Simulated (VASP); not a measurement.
Here is a VASP 6.6.1 calculation.

File INCAR:

```
SYSTEM = PtSe2
PREC = Accurate
ENCUT = 520
EDIFF = 1E-6
ISMEAR = -1
SIGMA = 0.05
LREAL = .FALSE.
LASPH = .TRUE.
NELM = 80
ALGO = Normal
ISIF = 2
LWAVE = .FALSE.
LCHARG = .TRUE.
GGA = CA
LELF = .TRUE.
LVHAR = .TRUE.
NBANDS = 18
```

KPOINTS

```
Automatic mesh
0
G
  8 8 5
  0 0 0
```

The input POSCAR:

```
PtSe2
1.0
    3.6736695059      0.0000000000      0.0000000000
   -1.8368347530      3.1814911172      0.0000000000
    0.0000000000      0.0000000000      4.9935862081
Pt Se
1 2
Direct
    0.0000000000      0.0000000000      0.0000000000
    0.6666666667      0.3333333333      0.7500000000
    0.3333333333      0.6666666667      0.2500000000
```

Potentials or basis: VASP PAW LDA potentials, release 64 (Pt, Se).

Command:

```console
$ cat potpaw_LDA.64/Pt/POTCAR potpaw_LDA.64/Se/POTCAR > POTCAR
$ mpirun -np 1 vasp_std > vasp.out
```

Q: Predict the band gap on the k mesh.

A: Zero (band 11 reaches 7.51 eV, above the bottom of band 12 at 7.17 eV).

Q: Estimate the pressure.

A: 6.0 GPa.

Q: Predict the largest force.

A: 0.798 eV/Å.

Forces in eV/Å, atoms in the order of the input:
```
Pt   0.000  0.000  0.000
Se   0.000  0.000 -0.798
Se   0.000  0.000  0.798
```

Caveat: spin-orbit coupling is left out, which moves the levels of the heavy elements.
